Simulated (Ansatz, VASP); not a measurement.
**KCl in VASP and in Ansatz**

```
CELL_PARAMETERS angstrom
0.00000 3.14322 3.14322
3.14322 0.00000 3.14322
3.14322 3.14322 0.00000
ATOMIC_POSITIONS crystal
K 0.00000 0.00000 0.00000
Cl 0.50000 0.50000 0.50000
```

Alike in both runs: task single point; functional PBEsol; k mesh 6 × 6 × 6; occupations gaussian, width 0.02 eV; no spin polarisation.

|  | VASP | Ansatz |
| --- | --- | --- |
| version | VASP 6.6.1 | Ansatz 0.2.0 |
| potentials or method | VASP PAW PBE potentials, release 64 (K_sv, Cl), cutoff 520 eV | scalar-relativistic, plane waves, PAW |
| valence electrons in the cell | 16 | 16 |

Ansatz gave:

```
gap on the k mesh at the Fermi level (eV) : 5.04
least direct gap on the mesh (eV)         : 5.04
pressure (GPa)                            : -0.4
```

Task: Which values does VASP return?

Result: gap on the k mesh at the Fermi level (eV): 5.03; least direct gap on the mesh (eV): 5.03; pressure (GPa): -0.3.

VASP's potentials were made for PBE, not for PBEsol.
